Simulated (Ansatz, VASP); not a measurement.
MgF2 in VASP and in Ansatz

Contents of INCAR:

```
PREC = Accurate
ENCUT = 600
EDIFF = 1E-6
ISMEAR = -1
SIGMA = 0.1
LREAL = False
LASPH = True
NELM = 120
ALGO = Normal
ISIF = 2
LWAVE = False
LCHARG = False
GGA = PE
NBANDS = 25
GGA_COMPAT = False
```

Contents of KPOINTS:

```
Automatic mesh
0
Gamma
  7 7 10
```

File POSCAR:

```
MgF2
1.0
    4.6973499406      0.0000000000      0.0000000000
    0.0000000000      4.6973499406      0.0000000000
    0.0000000000      0.0000000000      3.0932707886
Mg F
2 4
Direct
    0.0000000000      0.0000000000      0.0000000000
    0.5000000000      0.5000000000      0.5000000000
    0.3035709056      0.3035709056      0.0000000000
    0.6964290944      0.6964290944      0.0000000000
    0.8035709056      0.1964290944      0.5000000000
    0.1964290944      0.8035709056      0.5000000000
```

Input for Ansatz:

```yaml
crystal:
  lattice:
    - [4.6973499406, 0.0, 0.0]
    - [0.0, 4.6973499406, 0.0]
    - [0.0, 0.0, 3.0932707886]
  atoms:
    - { symbol: Mg, position: [0.0, 0.0, 0.0] }
    - { symbol: Mg, position: [0.5, 0.5, 0.5] }
    - { symbol: F, position: [0.3035709056, 0.3035709056, 0.0] }
    - { symbol: F, position: [0.6964290944, 0.6964290944, 0.0] }
    - { symbol: F, position: [0.8035709056, 0.1964290944, 0.5] }
    - { symbol: F, position: [0.1964290944, 0.8035709056, 0.5] }
kpoints:
  mp_grid: { grid: [7, 7, 10] }
  band_path:
    path:
      - [0.0, 0.0, 0.0]
      - [0.0, 0.5, 0.0]
      - [0.5, 0.5, 0.0]
      - [0.0, 0.0, 0.0]
      - [0.0, 0.0, 0.5]
      - [0.0, 0.5, 0.5]
      - [0.5, 0.5, 0.5]
      - [0.0, 0.0, 0.5]
      - [0.0, 0.5, 0.0]
    npoints: 14
scf:
  occupations: { method: fermi_dirac, width: 0.1 }
hamiltonian:
  xc: pbe
  pseudopotentials: { kind: all_electron, lapw: { basis_error: 0.001 } }
output:
  forces: true
  stress: true
  eigenvalues: true
  populations: true
  dos: { projected: true, de: 0.2, e_range: [-14, 8] }
```

Alike in both runs: task single point; functional PBE; k mesh 7 × 7 × 10; occupations fermi-dirac, width 0.1 eV; no spin polarisation.

```csv
,VASP,Ansatz
version,VASP 6.6.1,Ansatz 0.2.0
potentials or method,"VASP PAW PBE potentials, release 64 (Mg, F), cutoff 600 eV","all-electron LAPW, scalar-relativistic"
```

```tsv
	VASP	Ansatz	Ansatz less VASP
gap on the k mesh at the Fermi level (eV)	6.80	6.82	+0.027
pressure (GPa)	-1.0	0.1	+1.05
traceless stress, the component that is largest in VASP (GPa)	-0.09	-0.03	+0.062
```

Ansatz ran all-electron here, and VASP with PAW potentials.
